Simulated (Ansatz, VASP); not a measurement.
**Ga2As3: VASP beside Ansatz**

```
Ga As
1.0
    -1.97080    5.97663    2.35839
     1.97080   -5.97663    2.35839
     1.97080    5.97663   -2.35839
Ga As
2 3
Cartesian
  0.0000 4.1379 0.0308
  0.0000 7.8154 0.0308
  0.0000 1.7251 0.7976
  1.9708 4.2515 -1.5608
  0.0000 5.9766 1.8809
```

Change from the starting cell: built by hand: Ordered-vacancy zincblende (Ga2Se3-related, Imm2) (Imm2, No. 44).

Alike in both runs: functional PBE; k mesh 5 × 5 × 5; occupations gaussian, width 0.2 eV; no spin polarisation.

Ansatz relaxed the structure, and its values are those at the end. VASP's run is a single point on that final structure, the one shown.

```csv
,VASP,Ansatz
version,VASP 6.6.1,Ansatz 0.2.0
potentials or method,"VASP PAW PBE potentials, release 64 (Ga_d, As), cutoff 520 eV","scalar-relativistic, plane waves, PAW"
valence electrons in the cell,41,71
```

|  | VASP | Ansatz | Ansatz less VASP |
| --- | --- | --- | --- |
| gap on the k mesh at the Fermi level (eV) | none | none | - |
| pressure (GPa) | 0.1 | 0.0 | -0.13 |
| rms of the force components (eV/Å) | 0.023 | 0.025 | +0.0018 |

A gap of «none» marks a metal or a gap that the smearing closes. The functional is the same, so the differences come from potentials, cutoffs and numerics. VASP's potentials hold 41 valence electrons a cell and Ansatz's 71, so a difference there can come from the potentials and not from the codes.

The k mesh is coarse, so the values compare programs but aren't converged.
